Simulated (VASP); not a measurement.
# Mn (Im-3m) in VASP: single point with r2SCAN

Aim: the single point of Mn with r2SCAN.

Program: VASP 6.6.1. These are calculated values, not measurements. Logs are shortened: lines on timing, memory, paths and dates and some standing lists are left out, and cuts for length are marked.

## Step 1: The cell of the first run

Symmetry: Im-3m, No. 229, cubic system. Conventional cell: a = 2.740 Å, b = 2.740 Å, c = 2.740 Å, α = 90.00°, β = 90.00°, γ = 90.00°. Within 3.1 Å of Mn (site symmetry m-3m) lie 14 Mn at 2.37 to 2.74 Å.

## Step 2: Single point, r2SCAN, collinear spin, ferromagnetic start

The input, POSCAR:

```
Mn
1.0
    2.7400000000      0.0000000000      0.0000000000
    0.0000000000      2.7400000000      0.0000000000
    0.0000000000      0.0000000000      2.7400000000
Mn
2
Direct
    0.0000000000      0.0000000000      0.0000000000
    0.5000000000      0.5000000000      0.5000000000
```

The input, INCAR.step1:

```
SYSTEM = Mn
PREC     = Accurate       ! precision mode
ENCUT    = 550            ! plane-wave cutoff, eV
ISMEAR   = -1             ! smearing method
SIGMA    = 0.05           ! smearing width, eV
LREAL    = .False.        ! projectors in reciprocal space
LASPH    = .True.         ! aspherical terms in the spheres
NELM     = 200            ! most SCF steps
ISPIN    = 2              ! spin polarisation
MAGMOM   = 3 3            ! initial moments
LMAXMIX  = 4              ! l up to which the mixer works
NBANDS   = 24             ! bands
GGA      = PE             ! functional
ALGO     = Normal         ! electronic algorithm
EDIFF    = 1E-5           ! SCF threshold, eV
LWAVE    = .True.         ! write WAVECAR
LCHARG   = .False.        ! write CHGCAR
GGA_COMPAT= .False.
```

The input, INCAR.step2:

```
SYSTEM = Mn
PREC     = Accurate       ! precision mode
ENCUT    = 550            ! plane-wave cutoff, eV
EDIFF    = 1E-6           ! SCF threshold, eV
ISMEAR   = -1             ! smearing method
SIGMA    = 0.05           ! smearing width, eV
LREAL    = .False.        ! projectors in reciprocal space
LASPH    = .True.         ! aspherical terms in the spheres
NELM     = 200            ! most SCF steps
ALGO     = Normal         ! electronic algorithm
ISIF     = 2              ! what is computed and relaxed
LWAVE    = .False.        ! write WAVECAR
LCHARG   = .False.        ! write CHGCAR
ISPIN    = 2              ! spin polarisation
MAGMOM   = 3 3            ! initial moments
LORBIT   = 11             ! projections on sites
LMAXMIX  = 4              ! l up to which the mixer works
METAGGA  = R2SCAN         ! meta-GGA
LMIXTAU  = .True.       
NBANDS   = 24             ! bands
ISTART   = 1            
GGA_COMPAT= .False.
```

The input, KPOINTS:

```
Automatic mesh
0
Gamma
  6 6 6
  0 0 0
```

Potentials or basis: VASP PAW PBE potentials, release 64 (Mn_pv).

Started as:

```sh
cat potpaw_PBE.64/Mn_pv/POTCAR > POTCAR
cp INCAR.step1 INCAR
mpirun -np 1 vasp_std > vasp.out
cp INCAR.step2 INCAR
mpirun -np 1 vasp_std > vasp.out
```

OUTCAR:

```text
SYSTEM = Mn
   PREC = Accurate
   ENCUT = 550
   EDIFF = 1E-6
   ISMEAR = -1
   LREAL = .False.
   LASPH = .True.
   NELM = 200
   ISIF = 2
   ISPIN = 2
   LORBIT = 11
   METAGGA = R2SCAN
   ISTART = 1

 ion  position               nearest neighbor table
   1  0.000  0.000  0.000-   2 2.37   2 2.37   2 2.37   2 2.37   2 2.37   2 2.37   2 2.37   2 2.37

   2  0.500  0.500  0.500-   1 2.37   1 2.37   1 2.37   1 2.37   1 2.37   1 2.37   1 2.37   1 2.37

  LATTYP: Found a simple cubic cell.
 ALAT       =     2.7400000000

  Lattice vectors:

 A1 = (   2.7400000000,   0.0000000000,   0.0000000000)
 A2 = (   0.0000000000,   2.7400000000,   0.0000000000)
 A3 = (   0.0000000000,   0.0000000000,   2.7400000000)

Analysis of symmetry for initial positions (statically):
=====================================================================
 Subroutine PRICEL returns following result:

  LATTYP: Found a body centered cubic cell.
 ALAT       =     2.7400000000
[... 12 lines left out ...]
 Subroutine GETGRP returns: Found 48 space group operations
 (whereof 48 operations were pure point group operations)
 out of a pool of 48 trial point group operations.

The static configuration has the point symmetry O_h .

Analysis of symmetry for dynamics (positions and initial velocities):
=====================================================================
 Subroutine PRICEL returns following result:

  LATTYP: Found a body centered cubic cell.
 ALAT       =     2.7400000000
[... 12 lines left out ...]
 Subroutine GETGRP returns: Found 48 space group operations
 (whereof 48 operations were pure point group operations)
 out of a pool of 48 trial point group operations.

The dynamic configuration has the point symmetry O_h .

Analysis of structural, dynamic, and magnetic symmetry:
=====================================================================
 Subroutine PRICEL returns following result:

  LATTYP: Found a body centered cubic cell.
 ALAT       =     2.7400000000
[... 12 lines left out ...]
 Subroutine GETGRP returns: Found 48 space group operations
 (whereof 48 operations were pure point group operations)
 out of a pool of 48 trial point group operations.

The overall configuration has the point symmetry O_h .

 Subroutine INISYM returns: Found 48 space group operations
 (whereof 48 operations are pure point group operations),
 and found     2 'primitive' translations

----------------------------------------------------------------------------------------

[... 104 lines left out ...]
     AMIX     =   0.40;   BMIX     =  1.00
     AMIX_MAG =   1.60;   BMIX_MAG =  1.00
  volume/ion in A,a.u.               =      10.29        69.41
  Fermi-wavevector in a.u.,A,eV,Ry     =   1.770036  3.344883 42.627417  3.133027
  Thomas-Fermi vector in A             =   2.836906
   LORBIT       =     11    0 simple, 1 ext, 2 COOP (PROOUT), +10 PAW based schemes
   METAGGA = R2SCAN    functional components
   LHFCALC =     F    Hartree Fock is set to
   AEXX    =    0.0000 exact exchange contribution
   IVDW    =     0    specifies the selected vdW correction
   LEPSILON=     F    determine dielectric tensor
   LRPA    =     F    only Hartree local field effects (RPA)
 spin polarized calculation
  energy-cutoff  :      550.00
  volume of cell :       20.57
 maximum number of plane-waves:       624
 NGX is ok and might be reduce to    24
   NGX = 11   NGY = 11   NGZ = 11

 number of electron      25.9999972 magnetization       2.0052964

 Free energy of the ion-electron system (eV)
  ---------------------------------------------------
  ext. energy  EPLUGINS =         0.00000000
  ---------------------------------------------------
  free energy    TOTEN  =       -28.62144624 eV

  energy without entropy =      -28.59933497  energy(sigma->0) =      -28.61039060

 E-fermi :  11.2213     XC(G=0): -15.6905

 val. band max:       11.1415996899   @ k =   0.5000   0.5000   0.0000
 cond. band min:      11.2216610842   @ k =   0.5000   0.5000   0.1667
 fundamental gap:      0.0800613943
 Fermi energy:        11.2212907894

 spin component 1

 k-point     1 :       0.0000    0.0000    0.0000
  band No.  band energies     occupation
      1     -39.6381      1.00000
      2     -39.6381      1.00000
      3     -39.6381      1.00000
      4     -39.0218      1.00000
      5     -39.0218      1.00000
      6     -39.0218      1.00000
[... 529 lines left out ...]
     23      24.9015      0.00000
     24      24.9015      0.00000
 Fermi energy:        11.2212907894

 spin component 2

 k-point     1 :       0.0000    0.0000    0.0000
  band No.  band energies     occupation
      1     -38.0811      1.00000
      2     -38.0811      1.00000
      3     -38.0810      1.00000
      4     -37.4270      1.00000
      5     -37.4270      1.00000
      6     -37.4269      1.00000
[... 529 lines left out ...]
     23      25.6005      0.00000
     24      25.6005      0.00000

------------------------ aborting loop because EDIFF is reached ----------------------------------------

  FORCE on cell =-STRESS in cart. coord.  units (eV):
  Direction    XX          YY          ZZ          XY          YZ          ZX
  --------------------------------------------------------------------------------------
  -------------------------------------------------------------------------------------
  Total        1.7305657      1.7305657      1.7305657     -0.0000000      0.0000000      0.0000000
  in kB      134.7866819    134.7866819    134.7866819     -0.0000000      0.0000000      0.0000000
  external PRESSURE =     134.7866819 kB  Pullay stress =       0.0000000 kB

 VOLUME and BASIS-vectors are now :
 -----------------------------------------------------------------------------
  energy-cutoff  :      550.00
  volume of cell :       20.57
      direct lattice vectors                 reciprocal lattice vectors
     2.740000000  0.000000000  0.000000000     0.364963504  0.000000000  0.000000000
     0.000000000  2.740000000  0.000000000     0.000000000  0.364963504  0.000000000
     0.000000000  0.000000000  2.740000000     0.000000000  0.000000000  0.364963504

 POSITION                                       TOTAL-FORCE (eV/Angst)
 -----------------------------------------------------------------------------------
      0.00000      0.00000      0.00000        -0.000000      0.000000      0.000000
      1.37000      1.37000      1.37000         0.000000     -0.000000     -0.000000
 -----------------------------------------------------------------------------------
    total drift:                                0.000000      0.000000     -0.000000

  FREE ENERGIE OF THE ION-ELECTRON SYSTEM (eV)
  ---------------------------------------------------
  free  energy   TOTEN  =       -28.6214462406 eV

  energy  without entropy=      -28.5993349676  energy(sigma->0) =      -28.61039060

 total charge

# of ion       s       p       d       tot
------------------------------------------
    1        0.469   6.450   5.178  12.097
    2        0.469   6.450   5.178  12.097
--------------------------------------------------
tot          0.938  12.901  10.356  24.195

 magnetization (x)

# of ion       s       p       d       tot
------------------------------------------
    1       -0.011  -0.037   1.069   1.021
    2       -0.011  -0.037   1.069   1.021
--------------------------------------------------
tot         -0.022  -0.073   2.138   2.043
```

Run time: 40 s. Hardware: 1 thread of Intel Xeon Platinum 8488C (Sapphire Rapids), shared host; peak memory 0.15 GiB.

Results:

- Free energy: -28.6214 eV
- Pressure: 13.5 GPa
- Band gap on the k mesh: zero (filled and empty bands overlap)
- Net moment: 2.01 μB per cell
- Site moments: Mn +1.02 μB
- Valence electrons inside the program's atomic spheres: Mn 12.10

Levels at points of the mesh, in eV from the Fermi level:
Spin up:
| k point | band 11 | band 12 | band 13 | band 14 | band 15 | band 16 | band 17 | band 18 |
| --- | --- | --- | --- | --- | --- | --- | --- | --- |
| (0.00, 0.00, 0.00) | -2.08 | -2.08 | -0.12 | -0.12 | 1.33 | 1.33 | 1.33 | 11.52 |
| (0.50, 0.00, 0.00) | -1.51 | -1.51 | -1.51 | -1.51 | -0.45 | -0.45 | 1.55 | 1.55 |
| (0.50, 0.50, 0.00) | -0.08 | -0.08 | 0.20 | 0.20 | 0.85 | 0.85 | 1.71 | 1.71 |
| (0.50, 0.50, 0.50) | -3.40 | -3.40 | 0.25 | 0.25 | 0.25 | 0.25 | 10.56 | 10.56 |
Spin down:
```csv
k point,band 10,band 11,band 12,band 13,band 14,band 15
"(0.00, 0.00, 0.00)",-0.94,-0.94,-0.94,1.80,1.80,2.63
"(0.50, 0.00, 0.00)",-1.58,-0.45,-0.45,-0.45,-0.45,0.76
"(0.50, 0.50, 0.00)",-2.67,0.66,0.66,1.63,1.63,2.16
"(0.50, 0.50, 0.50)",-2.71,-2.71,-2.71,2.23,2.23,2.23
```

Caveat: the k points lie up to 0.38 Å⁻¹ apart; the PAW data sets were made with another functional, which shifts forces and pressure a little.
